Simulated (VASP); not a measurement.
Wanted: the native input for a VASP 6.6.1 run.

```
Task                   : single point
Functional             : PBEsol
Potentials or basis    : VASP PAW PBE potentials, release 64 (Mo_sv, S)
Cutoff                 : 520 eV
k mesh                 : 10 × 10 × 5
Occupations            : methfessel-paxton, width 0.15 eV
Spin                   : no spin polarisation
Dipole correction      : no
Further INCAR settings : ALGO = Normal; EDIFF = 1e-06; NBANDS = 20
```

The structure of MoS2 lies in POSCAR:

```
MoS2
1.0
    3.1727516336      0.0000000000      0.0000000000
   -1.5863753253      2.7476828463      0.0000000000
    0.0000000000      0.0000000000      6.2054612591
Mo S
1 2
Direct
    0.0000000000      0.0000000000      0.5000000000
    0.3333333333      0.6666666667      0.2553190000
    0.6666666667      0.3333333333      0.7446810000
```

These files were run (other wordings do the same):

INCAR

```
SYSTEM = MoS2
ALGO = Normal
EDIFF = 1E-6
ENCUT = 520
GGA = PS
ISIF = 2
ISMEAR = 1
LASPH = .True.
LCHARG = .False.
LREAL = .False.
LWAVE = .False.
NBANDS = 20
NELM = 80
PREC = Accurate
SIGMA = 0.15
```

KPOINTS

```
k-points
0
Gamma
  10 10 5
  0 0 0
```

Potentials or basis: VASP PAW PBE potentials, release 64 (Mo_sv, S).

Command:

```bash
$ cat potpaw_PBE.64/Mo_sv/POTCAR potpaw_PBE.64/S/POTCAR > POTCAR
$ mpirun -np 1 vasp_std > vasp.out
```

Results of the run:

```
Pressure               : 3.9 GPa
Largest force          : 0.892 eV/Å
Band gap on the k mesh : zero (band 13 reaches 7.93 eV, above the bottom of band 14 at 7.17 eV)
```

Caveat: the PAW data sets were made with another functional, which shifts forces and pressure a little; this functional lacks dispersion, which binds the layers, so the pressure and a relaxed spacing across them are unreliable.

Run time: 18 s on 1 thread of Intel(R) Xeon(R) 6975P-C (Granite Rapids) (shared host), peak memory 0.2 GiB.
